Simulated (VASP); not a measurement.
A run of VASP 6.6.1 is set up as follows.

The input POSCAR:

```
CaSe
1.0
    0.0000000000      3.2795613675      3.2795613675
    3.2795613675      0.0000000000      3.2795613675
    3.2795613675      3.2795613675      0.0000000000
Ca Se
1 1
Direct
    0.0000000000      0.0000000000      0.0000000000
    0.2500000000      0.2500000000      0.2500000000
```

Contents of INCAR.step1:

```
SYSTEM = CaSe
  PREC = Accurate
  ENCUT = 520
  ISMEAR = 1
  SIGMA = 0.5
  LREAL = .FALSE.
  LASPH = .TRUE.
  NELM = 80
  NBANDS = 15
  GGA = PE
  ALGO = Normal
  EDIFF = 1E-4
  LWAVE = .TRUE.
  LCHARG = .FALSE.
```

Contents of INCAR.step2:

```
SYSTEM = CaSe
  PREC = Accurate
  ENCUT = 520
  EDIFF = 1E-6
  ISMEAR = 1
  SIGMA = 0.5
  LREAL = .FALSE.
  LASPH = .TRUE.
  NELM = 80
  ALGO = Normal
  ISIF = 2
  LWAVE = .FALSE.
  LCHARG = .FALSE.
  METAGGA = R2SCAN
  LMIXTAU = .TRUE.
  NBANDS = 15
  ISTART = 1
```

Contents of KPOINTS:

```
regular mesh
0
G
  4 4 4
  0 0 0
```

Potentials or basis: VASP PAW PBE potentials, release 64 (Ca_sv, Se).

Command:

```sh
$ cat potpaw_PBE.64/Ca_sv/POTCAR potpaw_PBE.64/Se/POTCAR > POTCAR
$ cp INCAR.step1 INCAR
$ mpirun -np 1 vasp_std > vasp.out
$ cp INCAR.step2 INCAR
$ mpirun -np 1 vasp_std > vasp.out
```

Task: What does it give for the pressure?

Result: 0.2 GPa.

Task: Estimate the band gap on the k mesh.

Result: 3.69 eV (least direct gap 3.78 eV).

Caveat: the PAW data sets were made with another functional, which shifts forces and pressure a little. A k mesh can miss the band edges.
